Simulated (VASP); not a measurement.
# Ta2N (P3m1) in VASP: notebook

Runs on Ta2N. Level: PBE. Tasks: single point, relaxation of cell and atoms.

All numbers are computed with VASP 6.6.1; they aren't measurements. Logs are shortened: lines on timing, memory, paths and dates and some standing lists are left out, and cuts for length are marked.

## 1. The cell of the first run

Symmetry: P3m1, No. 156, trigonal system. The conventional cell has a = 3.510 Å, b = 3.510 Å, c = 4.746 Å, α = 90.00°, β = 90.00°, γ = 120.00°. Ta (site symmetry 3m) has 3 Ta at 2.16 Å within 2.9 Å. Within 2.9 Å of Ta (site symmetry 3m) lie 3 Ta at 2.16 Å and 3 N at 2.55 Å. Within 3.4 Å of N (site symmetry 3m) lie 9 Ta at 2.55 to 3.18 Å.

## 2. Single point, PBE

INCAR

```
ALGO = Normal ; EDIFF = 1E-6
ENCUT = 520 ; GGA = PE
ISIF = 2 ; ISMEAR = 0
LASPH = T ; LCHARG = F
LREAL = F ; LWAVE = F
NBANDS = 20 ; NELM = 100
PREC = Accurate ; SIGMA = 0.1
```

KPOINTS

```
k-points
0
Gamma
  6 6 4
```

POSCAR

```
Ta2N
1.0
    3.5103652500      0.0000000000      0.0000000000
   -1.7551826300      3.0400654900      0.0000000000
    0.0000000000      0.0000000000      4.7455490500
Ta N
2 1
Direct
    0.6666666700      0.3333333300      0.3370961900
    0.0000000000      0.0000000000      0.4922103400
    0.3333333300      0.6666666700      0.8196778900
```

Potentials or basis: VASP PAW PBE potentials, release 64 (Ta_pv, N).

Command:

```console
$ cat potpaw_PBE.64/Ta_pv/POTCAR potpaw_PBE.64/N/POTCAR > POTCAR
$ mpirun -np 1 vasp_std > vasp.out
```

OUTCAR:

```text
EDIFF = 1E-6
   ENCUT = 520
   GGA = PE
   ISIF = 2
   ISMEAR = 0
   LASPH = T
   LREAL = F
   NELM = 100
   PREC = Accurate

 ion  position               nearest neighbor table
   1  0.667  0.333  0.337-   2 2.16   2 2.16   2 2.16
   2  0.000  0.000  0.492-   1 2.16   1 2.16   1 2.16   3 2.55   3 2.55   3 2.55
   3  0.333  0.667  0.820-   2 2.55   2 2.55   2 2.55

  LATTYP: Found a hexagonal cell.
 ALAT       =     3.5103652500
 C/A-ratio  =     1.3518676012

  Lattice vectors:

 A1 = (   3.5103652500,   0.0000000000,   0.0000000000)
 A2 = (  -1.7551826300,   3.0400654900,   0.0000000000)
 A3 = (   0.0000000000,   0.0000000000,   4.7455490500)

Analysis of symmetry for initial positions (statically):
=====================================================================
 Subroutine PRICEL returns:
 Original cell was already a primitive cell.

 Routine SETGRP: Setting up the symmetry group for a
 hexagonal supercell.

 Subroutine GETGRP returns: Found  6 space group operations
 (whereof  6 operations were pure point group operations)
 out of a pool of 24 trial point group operations.

The static configuration has the point symmetry C_3v.

Analysis of symmetry for dynamics (positions and initial velocities):
=====================================================================
 Subroutine PRICEL returns:
 Original cell was already a primitive cell.

 Routine SETGRP: Setting up the symmetry group for a
 hexagonal supercell.

 Subroutine GETGRP returns: Found  6 space group operations
 (whereof  6 operations were pure point group operations)
 out of a pool of 24 trial point group operations.

The dynamic configuration has the point symmetry C_3v.

 Subroutine INISYM returns: Found  6 space group operations
 (whereof  6 operations are pure point group operations),
 and found     1 'primitive' translations

----------------------------------------------------------------------------------------

                                     Primitive cell

  volume of cell :      50.6433

  direct lattice vectors                    reciprocal lattice vectors
     3.510365250  0.000000000  0.000000000     0.284870641  0.164470142  0.000000000
    -1.755182630  3.040065490  0.000000000     0.000000000  0.328940282  0.000000000
     0.000000000  0.000000000  4.745549050     0.000000000  0.000000000  0.210723773

  length of vectors
     3.510365250  3.510365259  4.745549050     0.328940283  0.328940282  0.210723773

  position of ions in fractional coordinates (direct lattice)
     0.666666670  0.333333330  0.337096190
     0.000000000  0.000000000  0.492210340
     0.333333330  0.666666670  0.819677890

  ion indices of the primitive-cell ions
   primitive index   ion index
                 1           1
                 2           2
                 3           3

----------------------------------------------------------------------------------------

 KPOINTS: k-points

Automatic generation of k-mesh.
 Grid dimensions read from file:
 generate k-points for:    6    6    4

 Generating k-lattice:

  Cartesian coordinates                     Fractional coordinates (reciprocal lattice)
     0.047478440  0.027411690  0.000000000     0.166666667  0.000000000  0.000000000
     0.000000000  0.054823380  0.000000000     0.000000000  0.166666667  0.000000000
     0.000000000  0.000000000  0.052680943     0.000000000  0.000000000  0.250000000

  Length of vectors
     0.054823380  0.054823380  0.052680943

  Shift w.r.t. Gamma in fractional coordinates (k-lattice)
     0.000000000  0.000000000  0.000000000

 Subroutine IBZKPT returns following result:
 ===========================================

 Found     24 irreducible k-points:

 Following reciprocal coordinates:
            Coordinates               Weight
  0.000000  0.000000  0.000000      1.000000
  0.166667  0.000000  0.000000      6.000000
  0.333333  0.000000  0.000000      6.000000
  0.500000 -0.000000  0.000000      3.000000
  0.166667  0.166667  0.000000      6.000000
  0.333333  0.166667  0.000000     12.000000
[... 16 lines left out ...]
  0.333333  0.166667  0.500000     12.000000
  0.333333  0.333333  0.500000      2.000000
   k-points           NKPTS =     24   k-points in BZ     NKDIM =     24   number of bands    NBANDS=     20
   number of dos      NEDOS =    301   number of ions     NIONS =      3
   total plane-waves  NPLWV =  28224
   dimension x,y,z NGX =    28 NGY =   28 NGZ =   36
   dimension x,y,z NGXF=    56 NGYF=   56 NGZF=   72
   ions per type =               2   1
   NGX,Y,Z   is equivalent  to a cutoff of  13.26, 13.26, 12.61 a.u.
   NGXF,Y,Z  is equivalent  to a cutoff of  26.52, 26.52, 25.22 a.u.
 SYSTEM =  unknown system
   PREC   = accura    normal or accurate (medium, high low for compatibility)
   ISTART =      0    job   : 0-new  1-cont  2-samecut
   ICHARG =      2    charge: 1-file 2-atom 10-const
   ISPIN  =      1    spin polarized calculation?
[... 82 lines left out ...]
     19       8.7217      0.00000
     20      11.3745      0.00000

 k-point     3 :       0.3333    0.0000    0.0000
  band No.  band energies     occupation
      1     -32.8890      2.00000
      2     -32.5247      2.00000
      3     -30.9613      2.00000
      4     -29.7536      2.00000
      5     -28.5096      2.00000
      6     -28.3005      2.00000
[... 12 lines left out ...]
     19       8.4177      0.00000
     20      10.9153      0.00000

 k-point     4 :       0.5000   -0.0000    0.0000
  band No.  band energies     occupation
      1     -32.9855      2.00000
      2     -32.4652      2.00000
      3     -31.2074      2.00000
      4     -29.5674      2.00000
      5     -28.4676      2.00000
      6     -28.1622      2.00000
[... 12 lines left out ...]
     19       9.4580      0.00000
     20      10.0402      0.00000

 k-point     5 :       0.1667    0.1667    0.0000
  band No.  band energies     occupation
      1     -32.8968      2.00000
      2     -32.4746      2.00000
      3     -30.8533      2.00000
      4     -29.8336      2.00000
      5     -28.6004      2.00000
      6     -28.3208      2.00000
[... 12 lines left out ...]
     19       8.5151      0.00000
     20      10.7710      0.00000

 k-point     6 :       0.3333    0.1667    0.0000
  band No.  band energies     occupation
      1     -33.1143      2.00000
      2     -32.2611      2.00000
      3     -31.2874      2.00000
      4     -29.4782      2.00000
      5     -28.6592      2.00000
      6     -28.0553      2.00000
[... 12 lines left out ...]
     19       9.0240      0.00000
     20      10.0758      0.00000

 k-point     7 :       0.3333    0.3333    0.0000
  band No.  band energies     occupation
      1     -33.2528      2.00000
      2     -31.7883      2.00000
      3     -31.7662      2.00000
      4     -29.1016      2.00000
      5     -28.9835      2.00000
      6     -27.9210      2.00000
[... 12 lines left out ...]
     19       9.2552      0.00000
     20      10.6814      0.00000
[... 277 lines left out ...]
 k-point    20 :       0.3333    0.0000    0.5000
  band No.  band energies     occupation
      1     -32.8886      2.00000
      2     -32.5261      2.00000
      3     -30.9624      2.00000
      4     -29.7564      2.00000
      5     -28.5072      2.00000
      6     -28.3011      2.00000
[... 12 lines left out ...]
     19       7.9747      0.00000
     20      10.2485      0.00000

 k-point    21 :       0.5000   -0.0000    0.5000
  band No.  band energies     occupation
      1     -32.9851      2.00000
      2     -32.4666      2.00000
      3     -31.2094      2.00000
      4     -29.5684      2.00000
      5     -28.4656      2.00000
      6     -28.1629      2.00000
[... 12 lines left out ...]
     19       8.4240      0.00000
     20      10.3979      0.00000

 k-point    22 :       0.1667    0.1667    0.5000
  band No.  band energies     occupation
      1     -32.8964      2.00000
      2     -32.4760      2.00000
      3     -30.8538      2.00000
      4     -29.8373      2.00000
      5     -28.5978      2.00000
      6     -28.3214      2.00000
[... 12 lines left out ...]
     19       8.3662      0.00000
     20      10.2256      0.00000

 k-point    23 :       0.3333    0.1667    0.5000
  band No.  band energies     occupation
      1     -33.1137      2.00000
      2     -32.2629      2.00000
      3     -31.2893      2.00000
      4     -29.4792      2.00000
      5     -28.6571      2.00000
      6     -28.0564      2.00000
[... 12 lines left out ...]
     19       8.9404      0.00000
     20      10.4032      0.00000

 k-point    24 :       0.3333    0.3333    0.5000
  band No.  band energies     occupation
      1     -33.2520      2.00000
      2     -31.7907      2.00000
      3     -31.7682      2.00000
      4     -29.1004      2.00000
      5     -28.9827      2.00000
      6     -27.9225      2.00000
[... 12 lines left out ...]
     19       8.7482      0.00000
     20      10.1783      0.00000

------------------------ aborting loop because EDIFF is reached ----------------------------------------

  FORCE on cell =-STRESS in cart. coord.  units (eV):
  Direction    XX          YY          ZZ          XY          YZ          ZX
  --------------------------------------------------------------------------------------
  -------------------------------------------------------------------------------------
  Total       19.9106769     19.9106770     -1.2513946     -0.0000000      0.0000000      0.0000000
  in kB      629.9047669    629.9047698    -39.5897862     -0.0000010      0.0000000      0.0000000
  external PRESSURE =     406.7399168 kB  Pullay stress =       0.0000000 kB

 VOLUME and BASIS-vectors are now :
 -----------------------------------------------------------------------------
  energy-cutoff  :      520.00
  volume of cell :       50.64
      direct lattice vectors                 reciprocal lattice vectors
     3.510365250  0.000000000  0.000000000     0.284870641  0.164470142  0.000000000
    -1.755182630  3.040065490  0.000000000     0.000000000  0.328940282  0.000000000
     0.000000000  0.000000000  4.745549050     0.000000000  0.000000000  0.210723773

 POSITION                                       TOTAL-FORCE (eV/Angst)
 -----------------------------------------------------------------------------------
      1.75518      1.01336      1.59971        -0.000000      0.000000     -8.998826
      0.00000      0.00000      2.33581         0.000000     -0.000000     11.125472
     -0.00000      2.02671      3.88982        -0.000000      0.000000     -2.126646
 -----------------------------------------------------------------------------------
    total drift:                                0.000008     -0.000005      0.000171

  FREE ENERGIE OF THE ION-ELECTRON SYSTEM (eV)
  ---------------------------------------------------
  free  energy   TOTEN  =       -19.6479708755 eV

  energy  without entropy=      -19.6374624531  energy(sigma->0) =      -19.64271666
```

Run time: 11 s. Hardware: 1 thread of Intel Xeon 6975P-C (Granite Rapids), shared host; peak memory 0.18 GiB.

What came out:

```
Free energy   : -19.6480 eV
Pressure      : 40.7 GPa
Largest force : 11.125 eV/Å
```

Forces on the atoms (eV/Å):
```
Ta   0.000  0.000 -8.999
Ta   0.000  0.000 11.125
N    0.000  0.000 -2.127
```

Stress tensor (GPa, compression positive):
```
62.99  0.00  0.00
 0.00 62.99  0.00
 0.00  0.00 -3.96
```

Caveat: spin-orbit coupling is left out, which moves the levels of the heavy elements; forces of over 1 eV/Å act on the atoms, so gaps and moduli don't describe the material at rest.

## 3. Relaxation of cell and atoms, PBE

INCAR

```
SYSTEM = Ta2N
ALGO = Normal
EDIFF = 1E-6
EDIFFG = -0.04
ENCUT = 600
GGA = PE
IBRION = 2
ISIF = 3
ISMEAR = 0
LASPH = .TRUE.
LCHARG = .FALSE.
LREAL = .FALSE.
LWAVE = .FALSE.
NELM = 80
NSW = 90
PREC = Accurate
SIGMA = 0.1
```

KPOINTS

```
k-points
0
G
  6 6 4
  0 0 0
```

POSCAR is that of step 2.

Potentials or basis: VASP PAW PBE potentials, release 64 (Ta_pv, N).

Command:

```console
$ cat potpaw_PBE.64/Ta_pv/POTCAR potpaw_PBE.64/N/POTCAR > POTCAR
$ mpirun -np 1 vasp_std > vasp.out
```

It took 3.3 min on 1 thread of Intel Xeon 6975P-C (Granite Rapids), shared host; peak memory 0.2 GiB.

Results (log left out):

| Property | Result |
| --- | --- |
| Free energy | -34.3895 eV |
| Relaxed volume | 13.60 Å³/atom |
| Relaxed cell | a = 3.114 Å, b = 3.114 Å, c = 4.860 Å, α = 90.00°, β = 90.00°, γ = 120.00° |
| Space group after relaxing (to 0.05 Å) | P-3m1 (No. 164) |
| Energy gained by relaxing | 4913.3 meV/atom |
| Ionic steps | 27 |
| Pressure after relaxing | 0.0 GPa |
| Largest force after relaxing | 0.018 eV/Å |

Forces in eV/Å, atoms in the order of the input:
```
Ta   0.000  0.000 -0.015
Ta   0.000  0.000  0.018
N    0.000  0.000 -0.003
```

Stress tensor (GPa, compression positive):
```
-0.04  0.00  0.00
 0.00 -0.04  0.00
 0.00  0.00  0.12
```

The path:
```
step  energy change (eV)  largest force (eV/Å)  pressure (GPa)  volume (Å³)
   1              0.0000               11.1268           40.64        50.64
   2             -2.6358                1.0462          -29.20        86.45
   3             -4.7959                5.6580          -15.02        68.60
   4             -8.7021                3.2400          -23.09        57.24
   5              6.0854               19.8189          250.11        30.75
   6             -8.4693                6.4844           -9.28        52.43
   7            -10.6798                2.3920           23.58        40.64
   8            -10.7766                3.3309            5.93        43.29
   9            -10.8168                2.7920           11.49        42.28
  10            -10.9512                5.9130           13.09        45.71
  11            -11.3168                3.1641            7.76        44.13
  12            -12.1864                2.9138          -21.15        50.36
  13            -12.2012                2.8005          -23.09        50.95
  14            -12.6375                2.6576          -25.00        50.75
  15            -13.5198                1.0308          -28.09        49.82
  16            -14.1223                1.9975          -14.81        45.67
  17            -14.2943                3.0753           -0.35        42.79
  18            -14.2965                3.2616            2.20        42.37
  19            -14.4992                2.6444            2.91        41.56
  20            -14.6944                0.6032            9.36        39.62
  21            -14.6969                0.8903            8.24        39.84
  22            -14.7336                0.2878           -2.13        41.17
  23            -14.7344                0.3171           -0.87        40.99
  24            -14.7378                0.2042           -0.51        40.92
  25            -14.7399                0.0440            0.12        40.79
  26            -14.7399                0.0445            0.12        40.79
  27            -14.7400                0.0181            0.02        40.81
```

Final structure:
```yaml
crystal:
  lattice:
    - [3.11385, 0.00000, 0.00000]
    - [-1.55692, 2.69667, 0.00000]
    - [0.00000, 0.00000, 4.85994]
  atoms:
    - { symbol: Ta, position: [0.66667, 0.33333, 0.13597] }
    - { symbol: Ta, position: [0.00000, 0.00000, 0.62999] }
    - { symbol: N, position: [0.33333, 0.66667, 0.88303] }
```

Levels at points of the mesh, in eV from the Fermi level:
```
           k point  band 9  band 10  band 11  band 12  band 13  band 14  band 15  band 16  band 17
(0.00, 0.00, 0.00)   -6.23    -6.23    -5.04    -0.72    -0.33    -0.33     0.16     0.16     0.23
(0.50, 0.00, 0.00)   -6.63    -6.51    -4.62    -2.70    -1.49     1.73     1.78     3.55     3.86
(0.00, 0.00, 0.50)   -6.40    -6.40    -2.87    -2.77    -1.22    -1.22     1.69     1.76     2.16
(0.50, 0.00, 0.50)   -6.77    -6.26    -3.39    -2.25    -2.21    -0.28     0.68     3.13     3.35
```

Caveat: the volume moved by over 15 % at a fixed basis, so the end points are rough; spin-orbit coupling is left out, which moves the levels of the heavy elements.

## 4. Single point, PBE, collinear spin, ferromagnetic start

INCAR

```
PREC     = Accurate       # precision mode
ENCUT    = 520            # plane-wave cutoff, eV
EDIFF    = 1E-7           # SCF threshold, eV
ISMEAR   = 0              # smearing method
SIGMA    = 0.1            # smearing width, eV
LREAL    = F              # projectors in reciprocal space
LASPH    = T              # aspherical terms in the spheres
NELM     = 150            # most SCF steps
ALGO     = Normal         # electronic algorithm
ISIF     = 2              # what is computed and relaxed
LWAVE    = F              # write WAVECAR
LCHARG   = T              # write CHGCAR
ISPIN    = 2              # spin polarisation
MAGMOM   = 1 1 0          # initial moments
LORBIT   = 11             # projections on sites
LMAXMIX  = 4              # l up to which the mixer works
GGA      = PE             # functional
LELF     = T              # ELF
LVHAR    = T            
NBANDS   = 24             # bands
```

KPOINTS

```
regular mesh
0
Gamma
  6 6 4
```

POSCAR is that of step 3.

Command:

```console
$ cat potpaw_PBE.64/Ta_pv/POTCAR potpaw_PBE.64/N/POTCAR > POTCAR
$ mpirun -np 1 vasp_std > vasp.out
```

Run time: 28 s. Hardware: 1 thread of Intel Xeon 6975P-C (Granite Rapids), shared host; peak memory 0.21 GiB.

It converged, with:

```yaml
Free_energy: -19.6480 eV
Pressure: 40.7 GPa
Largest_force: 11.126 eV/Å
Net_moment: 0.00 μB per cell
Valence_electrons_inside_the_program's_atomic_spheres: Ta 9.68, 9.74; N 3.39
```

Forces on the atoms (eV/Å):
```
Ta   0.000  0.000 -8.999
Ta   0.000  0.000 11.126
N    0.000  0.000 -2.127
```

Stress tensor (GPa, compression positive):
```
62.99  0.00  0.00
 0.00 62.99  0.00
 0.00  0.00 -3.97
```

Levels at points of the mesh, in eV from the Fermi level:
Spin up:
| k point | band 10 | band 11 | band 12 | band 13 | band 14 | band 15 | band 16 | band 17 |
| --- | --- | --- | --- | --- | --- | --- | --- | --- |
| (0.00, 0.00, 0.00) | -3.24 | -2.76 | -1.51 | -1.51 | 0.37 | 0.37 | 0.46 | 1.37 |
| (0.50, 0.00, 0.00) | -3.43 | -2.32 | -1.51 | -1.05 | 0.38 | 0.40 | 2.01 | 2.60 |
| (0.00, 0.00, 0.50) | -3.26 | -1.93 | -1.93 | -0.57 | 0.67 | 1.07 | 1.07 | 2.59 |
| (0.50, 0.00, 0.50) | -2.45 | -2.42 | -1.69 | -1.43 | -0.03 | 0.20 | 1.20 | 3.73 |
Spin down:
| k point | band 9 | band 10 | band 11 | band 12 | band 13 | band 14 | band 15 | band 16 | band 17 | band 18 |
| --- | --- | --- | --- | --- | --- | --- | --- | --- | --- | --- |
| (0.00, 0.00, 0.00) | -3.24 | -3.24 | -2.76 | -1.51 | -1.51 | 0.37 | 0.37 | 0.46 | 1.37 | 6.23 |
| (0.50, 0.00, 0.00) | -4.19 | -3.43 | -2.32 | -1.51 | -1.05 | 0.38 | 0.40 | 2.01 | 2.60 | 4.00 |
| (0.00, 0.00, 0.50) | -3.26 | -3.26 | -1.93 | -1.93 | -0.57 | 0.67 | 1.07 | 1.07 | 2.59 | 3.88 |
| (0.50, 0.00, 0.50) | -3.41 | -2.45 | -2.42 | -1.69 | -1.43 | -0.03 | 0.20 | 1.20 | 3.73 | 3.90 |

Caveat: spin-orbit coupling is left out, which moves the levels of the heavy elements; forces of over 1 eV/Å act on the atoms, so gaps and moduli don't describe the material at rest.

## 5. Summary

```csv
task,spin,cell,cutoff (eV),gap on the mesh (eV),pressure (GPa),largest force (eV/Å)
single point,off,as given,520,none,40.7,11.13
relaxation of cell and atoms,off,relaxed,600,none,0.0,0.02
single point,"collinear, ferromagnetic start",as given,520,none,40.7,11.13
```

Alike in all rows: level PBE; potentials or basis VASP PAW PBE potentials, release 64 (Ta_pv, N); k mesh 6 × 6 × 4; smearing gaussian 0.1 eV.

Caveats: spin-orbit coupling is left out, which moves the levels of the heavy elements; forces of over 1 eV/Å act on the atoms, so gaps and moduli don't describe the material at rest (some runs); the volume moved by over 15 % at a fixed basis, so the end points are rough (some runs).

Total energies depend on the potentials used, so only differences within one code and one set of settings carry meaning.
